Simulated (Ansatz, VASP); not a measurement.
**Two plane-wave programs on Ir2Ru**

```xyz
6
Lattice="2.7651 0.0000 0.0000 -1.3825 2.3946 0.0000 0.0000 0.0000 12.9821" Properties=species:S:1:pos:R:3 pbc="T T T"
Ru    0.0000    1.5964    3.2455
Ru    1.3825    0.7982    9.7366
Ir    0.0000    1.5964   11.8676
Ir    0.0000    1.5964    7.6056
Ir    1.3825    0.7982    1.1145
Ir    1.3825    0.7982    5.3765
```

Alike in both runs: task single point; functional PBE; k mesh 6 × 6 × 2; occupations gaussian, width 0.1 eV; collinear spin.

|  | VASP | Ansatz |
| --- | --- | --- |
| version | VASP 6.6.1 | Ansatz 0.2.0 |
| potentials or method | VASP PAW PBE potentials, release 64 (Ru_pv, Ir), cutoff 520 eV | scalar-relativistic, plane waves, PAW |
| valence electrons in the cell | 64 | 100 |

```csv
,VASP,Ansatz,Ansatz less VASP
gap on the k mesh at the Fermi level (eV),none,none,-
pressure (GPa),0.3,0.0,-0.32
rms of the force components (eV/Å),0.010,0.000,-0.0102
net moment per atom (μB),0.00,0.00,0.000
```

Atom by atom the forces differ by 0.010 eV/Å (rms over components). A gap of «none» marks a metal or a gap that the smearing closes. With one functional, cell and mesh, what is left measures potentials, basis and numerics. VASP's potentials hold 64 valence electrons a cell and Ansatz's 100, so a difference there can come from the potentials and not from the codes. Ansatz's warnings: seeded moment not kept.

The k mesh is coarse, so the values compare programs but aren't converged. Spin-orbit coupling is off throughout.
